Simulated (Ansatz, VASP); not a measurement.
## One calculation of InGa3As4, two programs

The input INCAR:

```
SYSTEM = InGa3As4
ALGO     = Normal         ! electronic algorithm
EDIFF    = 1E-7           ! SCF threshold, eV
EDIFFG   = -0.01          ! ionic threshold
ENCUT    = 600            ! plane-wave cutoff, eV
GGA      = PE             ! functional
IBRION   = 2              ! ionic algorithm
ISIF     = 3              ! what is computed and relaxed
ISMEAR   = 0              ! smearing method
LASPH    = .True.         ! aspherical terms in the spheres
LCHARG   = .False.        ! write CHGCAR
LREAL    = .False.        ! projectors in reciprocal space
LWAVE    = .False.        ! write WAVECAR
NELM     = 60             ! most SCF steps
NSW      = 100            ! ionic steps
PREC     = Accurate       ! precision mode
SIGMA    = 0.1            ! smearing width, eV
```

KPOINTS

```
k-points
0
Gamma
  6 6 6
  0 0 0
```

Contents of POSCAR:

```
InGa3As4
1.0
    5.8577812000      0.0000000000      0.0000000000
    0.0000000000      5.8577812000      0.0000000000
    0.0000000000      0.0000000000      5.8577812000
In Ga As
1 3 4
Direct
    0.0000000000      0.0000000000      0.0000000000
    0.5000000000      0.0000000000      0.5000000000
    0.5000000000      0.5000000000      0.0000000000
    0.0000000000      0.5000000000      0.5000000000
    0.2593680000      0.7406320000      0.7406320000
    0.2593680000      0.2593680000      0.2593680000
    0.7406320000      0.7406320000      0.2593680000
    0.7406320000      0.2593680000      0.7406320000
```

Input for Ansatz:

```yaml
crystal:
  lattice:
    - [5.8577812, 0.0, 0.0]
    - [0.0, 5.8577812, 0.0]
    - [0.0, 0.0, 5.8577812]
  atoms:
    - { symbol: In, position: [0.0, 0.0, 0.0] }
    - { symbol: Ga, position: [0.5, 0.0, 0.5] }
    - { symbol: Ga, position: [0.5, 0.5, 0.0] }
    - { symbol: Ga, position: [0.0, 0.5, 0.5] }
    - { symbol: As, position: [0.259368, 0.740632, 0.740632] }
    - { symbol: As, position: [0.259368, 0.259368, 0.259368] }
    - { symbol: As, position: [0.740632, 0.740632, 0.259368] }
    - { symbol: As, position: [0.740632, 0.259368, 0.740632] }
basis:
  ecutwfc: 420
kpoints:
  mp_grid: { grid: [6, 6, 6] }
hamiltonian:
  xc: pbe
scf:
  occupations: { method: gaussian, width: 0.1 }
output:
  forces: true
  stress: true
  eigenvalues: true
relax:
  adjacent_minimum: "off"
  f_tol: 0.01
  max_steps: 80
  cell: { stress_tol: 0.05 }
```

Alike in both runs: task relaxation of cell and atoms; functional PBE; k mesh 6 × 6 × 6; occupations gaussian, width 0.1 eV; no spin polarisation.

|  | VASP | Ansatz |
| --- | --- | --- |
| version | VASP 6.6.1 | Ansatz 0.2.0 |
| potentials or method | VASP PAW PBE potentials, release 64 (In_d, Ga_d, As), cutoff 600 eV | scalar-relativistic, plane waves, PAW |
| valence electrons in the cell | 72 | 112 |

```csv
,VASP,Ansatz,Ansatz less VASP
"gap on the k mesh at the Fermi level, each at its own relaxed structure (eV)",none,none,-
relaxed volume (Å³/atom),25.22,25.13,-0.090
relaxed cell length with the largest relative difference (Å),5.865,5.858,-0.0070
```

A gap of «none» marks a metal or a gap that the smearing closes. VASP's potentials hold 72 valence electrons a cell and Ansatz's 112, so a difference there can come from the potentials and not from the codes.
